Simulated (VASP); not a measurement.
The system is Li.

```
Li
1.0
    -1.75500    1.75500    1.75500
     1.75500   -1.75500    1.75500
     1.75500    1.75500   -1.75500
Li
1
Direct
  0.00000 0.00000 0.00000
```

```yaml
Program: VASP 6.6.1
Task: relaxation of cell and atoms
Functional: LDA
Potentials_or_basis: VASP PAW LDA potentials, release 64 (Li_sv)
Cutoff: 750 eV
k_mesh: 8 × 8 × 8
Occupations: methfessel-paxton, width 0.05 eV
Spin: no spin polarisation
```

At the start: pressure -1.6 GPa; volume 21.62 Å³/atom.

Question: How do energy, volume and symmetry change on relaxing?

Answer: Over 4 steps the energy falls by 14.5 meV/atom and the volume is 18.97 Å³/atom (-12.2 %); space group Im-3m (No. 229, to 0.1 Å) before and after.

Step by step:
```
step  energy change (eV)  largest force (eV/Å)  pressure (GPa)  volume (Å³)
   1              0.0000                0.0000           -1.63        21.62
   2             -0.0062                0.0000           -1.29        20.94
   3             -0.0137                0.0000           -0.45        19.61
   4             -0.0145                0.0000            0.04        18.97
```

Final structure:
```
CELL_PARAMETERS angstrom
-1.68024 1.68024 1.68024
1.68024 -1.68024 1.68024
1.68024 1.68024 -1.68024
ATOMIC_POSITIONS crystal
Li 0.00000 0.00000 0.00000
```
